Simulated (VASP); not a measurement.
# Mg (P6_3/mmc) in VASP: further runs

The runs below take Mg through single point, relaxation of cell and atoms, with PBEsol.

Everything below comes from runs of VASP 6.6.1. Logs are shortened: lines on timing, memory, paths and dates and some standing lists are left out, and cuts for length are marked.

## Step 1: The cell of the first run

Symmetry: P6_3/mmc, No. 194, hexagonal system. Conventional cell: a = 3.173 Å, b = 3.173 Å, c = 5.169 Å, α = 90.00°, β = 90.00°, γ = 120.00°. Mg (site symmetry -6m2) has 12 Mg at 3.17 Å within 4.2 Å.

## Step 2: Single point, PBEsol

Contents of INCAR:

```
  PREC = Accurate
  ENCUT = 520
  EDIFF = 1E-6
  ISMEAR = -1
  SIGMA = 0.05
  LREAL = F
  LASPH = T
  NELM = 60
  ALGO = Normal
  ISIF = 2
  LWAVE = F
  LCHARG = F
  GGA = PS
  NBANDS = 9
```

Contents of KPOINTS:

```
Automatic mesh
0
Gamma
  8 8 5
```

Contents of POSCAR:

```
Mg
1.0
    3.1727227336      0.0000000000      0.0000000000
   -1.5863613668      2.7476584865      0.0000000000
    0.0000000000      0.0000000000      5.1693011534
Mg
2
Direct
    0.3333333333      0.6666666667      0.2500000000
    0.6666666667      0.3333333333      0.7500000000
```

Potentials or basis: VASP PAW PBE potentials, release 64 (Mg).

On the command line:

```sh
cat potpaw_PBE.64/Mg/POTCAR > POTCAR
mpirun -np 1 vasp_std > vasp.out
```

OUTCAR:

```text
PREC = Accurate
   ENCUT = 520
   EDIFF = 1E-6
   ISMEAR = -1
   LREAL = F
   LASPH = T
   NELM = 60
   ISIF = 2
   GGA = PS

 ion  position               nearest neighbor table
   1  0.333  0.667  0.250-   2 3.17   2 3.17   2 3.17   2 3.17   2 3.17   2 3.17
   2  0.667  0.333  0.750-   1 3.17   1 3.17   1 3.17   1 3.17   1 3.17   1 3.17

  LATTYP: Found a hexagonal cell.
 ALAT       =     3.1727227336
 C/A-ratio  =     1.6292949581

  Lattice vectors:

 A1 = (   3.1727227336,   0.0000000000,   0.0000000000)
 A2 = (  -1.5863613668,   2.7476584865,   0.0000000000)
 A3 = (   0.0000000000,   0.0000000000,   5.1693011534)

Analysis of symmetry for initial positions (statically):
=====================================================================
 Subroutine PRICEL returns:
 Original cell was already a primitive cell.

 Routine SETGRP: Setting up the symmetry group for a
 hexagonal supercell.

 Subroutine GETGRP returns: Found 24 space group operations
 (whereof 12 operations were pure point group operations)
 out of a pool of 24 trial point group operations.

The static configuration has the point symmetry D_3d.
 The point group associated with its full space group is D_6h.

Analysis of symmetry for dynamics (positions and initial velocities):
=====================================================================
 Subroutine PRICEL returns:
 Original cell was already a primitive cell.

 Routine SETGRP: Setting up the symmetry group for a
 hexagonal supercell.

 Subroutine GETGRP returns: Found 24 space group operations
 (whereof 12 operations were pure point group operations)
 out of a pool of 24 trial point group operations.

The dynamic configuration has the point symmetry D_3d.
 The point group associated with its full space group is D_6h.

 Subroutine INISYM returns: Found 24 space group operations
 (whereof 12 operations are pure point group operations),
 and found     1 'primitive' translations

----------------------------------------------------------------------------------------

                                     Primitive cell

  volume of cell :      45.0637

  direct lattice vectors                    reciprocal lattice vectors
     3.172722734  0.000000000  0.000000000     0.315186697  0.181973125  0.000000000
    -1.586361367  2.747658487  0.000000000     0.000000000  0.363946249  0.000000000
     0.000000000  0.000000000  5.169301153     0.000000000  0.000000000  0.193449747

  length of vectors
     3.172722734  3.172722734  5.169301153     0.363946249  0.363946249  0.193449747

  position of ions in fractional coordinates (direct lattice)
     0.333333333  0.666666667  0.250000000
     0.666666667  0.333333333  0.750000000

  ion indices of the primitive-cell ions
   primitive index   ion index
                 1           1
                 2           2

----------------------------------------------------------------------------------------

 KPOINTS: Automatic mesh

Automatic generation of k-mesh.
 Grid dimensions read from file:
 generate k-points for:    8    8    5

 Generating k-lattice:

  Cartesian coordinates                     Fractional coordinates (reciprocal lattice)
     0.039398337  0.022746641  0.000000000     0.125000000  0.000000000  0.000000000
     0.000000000  0.045493281  0.000000000     0.000000000  0.125000000  0.000000000
     0.000000000  0.000000000  0.038689949     0.000000000  0.000000000  0.200000000

  Length of vectors
     0.045493281  0.045493281  0.038689949

  Shift w.r.t. Gamma in fractional coordinates (k-lattice)
     0.000000000  0.000000000  0.000000000

 Subroutine IBZKPT returns following result:
 ===========================================

 Found     30 irreducible k-points:

 Following reciprocal coordinates:
            Coordinates               Weight
  0.000000  0.000000  0.000000      1.000000
  0.125000  0.000000  0.000000      6.000000
  0.250000  0.000000  0.000000      6.000000
  0.375000  0.000000  0.000000      6.000000
  0.500000  0.000000  0.000000      3.000000
  0.125000  0.125000  0.000000      6.000000
[... 16 lines left out ...]
  0.250000  0.000000  0.400000     12.000000
  0.375000  0.000000  0.400000     12.000000
 [... further k-points ...]
   k-points           NKPTS =     30   k-points in BZ     NKDIM =     30   number of bands    NBANDS=      9
   number of dos      NEDOS =    301   number of ions     NIONS =      2
   total plane-waves  NPLWV =  23040
   dimension x,y,z NGX =    24 NGY =   24 NGZ =   40
   dimension x,y,z NGXF=    48 NGYF=   48 NGZF=   80
   ions per type =               2
   NGX,Y,Z   is equivalent  to a cutoff of  12.58, 12.58, 12.86 a.u.
   NGXF,Y,Z  is equivalent  to a cutoff of  25.15, 25.15, 25.73 a.u.
 SYSTEM =  unknown system
   PREC   = accura    normal or accurate (medium, high low for compatibility)
   ISTART =      0    job   : 0-new  1-cont  2-samecut
   ICHARG =      2    charge: 1-file 2-atom 10-const
   ISPIN  =      1    spin polarized calculation?
   LNONCOLLINEAR =      F non collinear calculations
   LSORBIT =      F    spin-orbit coupling
   LASPH  =      T    aspherical Exc in radial PAW
   ENCUT  =  520.0 eV  38.22 Ry    6.18 a.u.   5.90  5.90  9.61*2*pi/ulx,y,z
   NELM   =     60;   NELMIN=  2; NELMDL= -5     # of ELM steps
   EDIFF  = 0.1E-05   stopping-criterion for ELM
   LREAL  =      F    real-space projection
   EDIFFG = 0.1E-04   stopping-criterion for IOM
   NSW    =      0    number of steps for IOM
   IBRION =     -1    ionic relax: 0-MD 1-quasi-New 2-CG
   NFREE  =      0    steps in history (QN), initial steepest desc. (CG)
   ISIF   =      2    stress and relaxation
   ISYM   =      2    0-nonsym 1-usesym 2-fastsym
   POTIM  = 0.5000    time-step for ionic-motion
   TEBEG  =    0.0;   TEEND  =   0.0 temperature during run
   PSTRESS=    0.0 pullay stress
   NELECT =       4.0000    total number of electrons
   NUPDOWN=      -1.0000    fix difference up-down
   EMIN   =  10.00;   EMAX   =-10.00  energy-range for DOS
   EFERMI =   0.00;   METHOD = LEGACY
   ISMEAR =    -1;   SIGMA  =   0.05  broadening in eV -4-tet -1-fermi 0-gaus
   EFERMI_NEDOS =   21; number of points for ismear=-14 and -15
   IALGO  =     38    algorithm
   IMIX   =      4    mixing-type and parameters
     AMIX     =   0.40;   BMIX     =  1.00
     AMIX_MAG =   1.60;   BMIX_MAG =  1.00
  volume/ion in A,a.u.               =      22.53       152.05
  Fermi-wavevector in a.u.,A,eV,Ry     =   0.730274  1.380018  7.255991  0.533300
  Thomas-Fermi vector in A             =   1.822203
   LORBIT       =      0    0 simple, 1 ext, 2 COOP (PROOUT), +10 PAW based schemes
   GGA     = PS    functional components
   LHFCALC =     F    Hartree Fock is set to
   AEXX    =    0.0000 exact exchange contribution
   IVDW    =     0    specifies the selected vdW correction
   LEPSILON=     F    determine dielectric tensor
   LRPA    =     F    only Hartree local field effects (RPA)
 non-spin polarized calculation
  energy-cutoff  :      520.00
  volume of cell :       45.06
 maximum number of plane-waves:      1236
 NGX is ok and might be reduce to    24
   NGX = 11   NGY = 11   NGZ = 19

 number of electron       4.0000000 magnetization

 Free energy of the ion-electron system (eV)
  ---------------------------------------------------
  ext. energy  EPLUGINS =         0.00000000
  ---------------------------------------------------
  free energy    TOTEN  =        -3.47652994 eV

  energy without entropy =       -3.47143645  energy(sigma->0) =       -3.47398319

 E-fermi :   2.6867     XC(G=0):  -8.5921

 val. band max:        2.6589299342   @ k =   0.2500   0.2500   0.2000
 cond. band min:       2.9483472323   @ k =   0.2500   0.1250   0.0000
 fundamental gap:      0.2894172980
 Fermi energy:         2.6867429844

 k-point     1 :       0.0000    0.0000    0.0000
  band No.  band energies     occupation
      1      -4.3202      2.00000
      2       0.9520      2.00000
      3       1.4230      2.00000
      4      13.7627      0.00000
      5      13.7627      0.00000
      6      13.9258      0.00000
      7      13.9258      0.00000
      8      14.5950      0.00000
      9      16.3368      0.00000

 k-point     2 :       0.1250    0.0000    0.0000
  band No.  band energies     occupation
      1      -4.0083      2.00000
      2       1.2367      2.00000
      3       1.7247      2.00000
      4      10.1867      0.00000
      5      12.0271      0.00000
      6      12.7652      0.00000
      7      14.9237      0.00000
      8      15.3002      0.00000
      9      15.9649      0.00000

 k-point     3 :       0.2500    0.0000    0.0000
  band No.  band energies     occupation
      1      -3.0790      2.00000
      2       2.0919      1.99999
      3       2.5936      1.73128
      4       6.5663      0.00000
      5      10.7283      0.00000
      6      10.7845      0.00000
      7      11.2813      0.00000
      8      13.0665      0.00000
      9      15.2073      0.00000

 k-point     4 :       0.3750    0.0000    0.0000
  band No.  band energies     occupation
      1      -1.5509      2.00000
      2       2.9774      0.00596
      3       3.5195      0.00000
      4       4.4640      0.00000
      5       8.1295      0.00000
      6       8.5048      0.00000
      7       9.9511      0.00000
      8      11.5808      0.00000
      9      14.3181      0.00000
[... 205 lines left out ...]
 k-point    22 :       0.1250    0.0000    0.4000
  band No.  band energies     occupation
      1      -3.1117      2.00000
      2      -2.0030      2.00000
      3       6.5018      0.00000
      4       9.4692      0.00000
      5      11.0394      0.00000
      6      11.8674      0.00000
      7      12.7697      0.00000
      8      13.6924      0.00000
      9      14.4189      0.00000

 k-point    23 :       0.2500    0.0000    0.4000
  band No.  band energies     occupation
      1      -2.1913      2.00000
      2      -1.0941      2.00000
      3       6.8604      0.00000
      4       7.6988      0.00000
      5       8.3235      0.00000
      6      10.3731      0.00000
      7      11.4815      0.00000
      8      12.4266      0.00000
      9      12.9814      0.00000

 k-point    24 :       0.3750    0.0000    0.4000
  band No.  band energies     occupation
      1      -0.6794      2.00000
      2       0.3931      2.00000
      3       4.0927      0.00000
      4       5.1227      0.00000
      5       8.7591      0.00000
      6      10.7032      0.00000
      7      10.9601      0.00000
      8      11.6461      0.00000
      9      12.3501      0.00000

 [... further k-points ...]

------------------------ aborting loop because EDIFF is reached ----------------------------------------

  FORCE on cell =-STRESS in cart. coord.  units (eV):
  Direction    XX          YY          ZZ          XY          YZ          ZX
  --------------------------------------------------------------------------------------
  -------------------------------------------------------------------------------------
  Total       -0.0107101     -0.0107101     -0.0096776      0.0000000      0.0000000      0.0000000
  in kB       -0.3807821     -0.3807821     -0.3440755      0.0000000      0.0000000      0.0000000
  external PRESSURE =      -0.3685466 kB  Pullay stress =       0.0000000 kB

 VOLUME and BASIS-vectors are now :
 -----------------------------------------------------------------------------
  energy-cutoff  :      520.00
  volume of cell :       45.06
      direct lattice vectors                 reciprocal lattice vectors
     3.172722734  0.000000000  0.000000000     0.315186697  0.181973125  0.000000000
    -1.586361367  2.747658487  0.000000000     0.000000000  0.363946249  0.000000000
     0.000000000  0.000000000  5.169301153     0.000000000  0.000000000  0.193449747

 POSITION                                       TOTAL-FORCE (eV/Angst)
 -----------------------------------------------------------------------------------
     -0.00000      1.83177      1.29233         0.000000     -0.000000      0.000000
      1.58636      0.91589      3.87698         0.000000      0.000000      0.000000
 -----------------------------------------------------------------------------------
    total drift:                                0.000000     -0.000000      0.000000

  FREE ENERGIE OF THE ION-ELECTRON SYSTEM (eV)
  ---------------------------------------------------
  free  energy   TOTEN  =        -3.4765299397 eV

  energy  without entropy=       -3.4714364490  energy(sigma->0) =       -3.47398319
```

It took 4.7 s on 1 thread of Intel Xeon Platinum 8488C (Sapphire Rapids), shared host; peak memory 0.15 GiB.

What came out:

```yaml
Free_energy: -3.4765 eV
Pressure: 0.0 GPa
Band_gap_on_the_k_mesh: zero (band 2 reaches 3.70 eV, above the bottom of band 3 at 1.42 eV)
```

Levels at points of the mesh, in eV from the Fermi level:
```csv
k point,band 1,band 2,band 3,band 4,band 5,band 6,band 7
"(0.00, 0.00, 0.00)",-7.01,-1.73,-1.26,11.08,11.08,11.24,11.24
"(0.50, 0.00, 0.00)",-2.16,-2.13,2.68,3.02,3.31,3.74,7.01
```

Caveat: the PAW data sets were made with another functional, which shifts forces and pressure a little.

## Step 3: Relaxation of cell and atoms, PBEsol

This run uses another cell than the first one, of 23.24 Å³/atom, 1.031 times its volume.

Contents of INCAR:

```
ALGO     = Normal         # electronic algorithm
EDIFF    = 1E-7           # SCF threshold, eV
EDIFFG   = -0.03          # ionic threshold
ENCUT    = 600            # plane-wave cutoff, eV
GGA      = PS             # functional
IBRION   = 2              # ionic algorithm
ISIF     = 3              # what is computed and relaxed
ISMEAR   = -1             # smearing method
LASPH    = True           # aspherical terms in the spheres
LCHARG   = False          # write CHGCAR
LREAL    = False          # projectors in reciprocal space
LWAVE    = False          # write WAVECAR
NELM     = 80             # most SCF steps
NSW      = 80             # ionic steps
PREC     = Accurate       # precision mode
SIGMA    = 0.05           # smearing width, eV
```

Contents of KPOINTS:

```
k-points
0
Gamma
  8 8 5
```

Contents of POSCAR:

```
Mg
1.0
    3.2093000000      0.0000000000      0.0000000000
   -1.6046500000      2.7793350000      0.0000000000
    0.0000000000      0.0000000000      5.2103000000
Mg
2
Direct
    0.3333333333      0.6666666667      0.2500000000
    0.6666666667      0.3333333333      0.7500000000
```

Potentials or basis: VASP PAW PBE potentials, release 64 (Mg).

On the command line:

```sh
cat potpaw_PBE.64/Mg/POTCAR > POTCAR
mpirun -np 1 vasp_std > vasp.out
```

Run time: 15 s. Hardware: 1 thread of Intel Xeon Platinum 8488C (Sapphire Rapids), shared host; peak memory 0.18 GiB.

The run converged. Its results:

* Free energy: -3.4767 eV
* Relaxed volume: 22.51 Å³/atom
* Relaxed cell: a = 3.172 Å, b = 3.172 Å, c = 5.166 Å, α = 90.00°, β = 90.00°, γ = 120.00°
* Space group after relaxing (to 0.05 Å): P6_3/mmc (No. 194)
* Energy gained by relaxing: 2.7 meV/atom
* Ionic steps: 3
* Pressure after relaxing: 0.0 GPa
* Band gap on the k mesh: zero (band 2 reaches 3.71 eV, above the bottom of band 3 at 1.43 eV)

Step by step:
```csv
step,energy change (eV),largest force (eV/Å),pressure (GPa),volume (Å³)
1,0.0000,0.0000,-1.13,46.47
2,-0.0051,0.0000,-0.30,45.38
3,-0.0054,0.0000,-0.01,45.02
```

Final structure:
```
CELL_PARAMETERS angstrom
3.17247 0.00000 0.00000
-1.58623 2.74744 0.00000
0.00000 0.00000 5.16559
ATOMIC_POSITIONS crystal
Mg 0.33333 0.66667 0.25000
Mg 0.66667 0.33333 0.75000
```

Levels at points of the mesh, in eV from the Fermi level:
| k point | band 1 | band 2 | band 3 | band 4 | band 5 | band 6 |
| --- | --- | --- | --- | --- | --- | --- |
| (0.00, 0.00, 0.00) | -7.01 | -1.73 | -1.26 | 11.07 | 11.07 | 11.24 |
| (0.50, 0.00, 0.00) | -2.17 | -2.13 | 2.68 | 3.02 | 3.32 | 3.74 |

Caveat: the PAW data sets were made with another functional, which shifts forces and pressure a little.
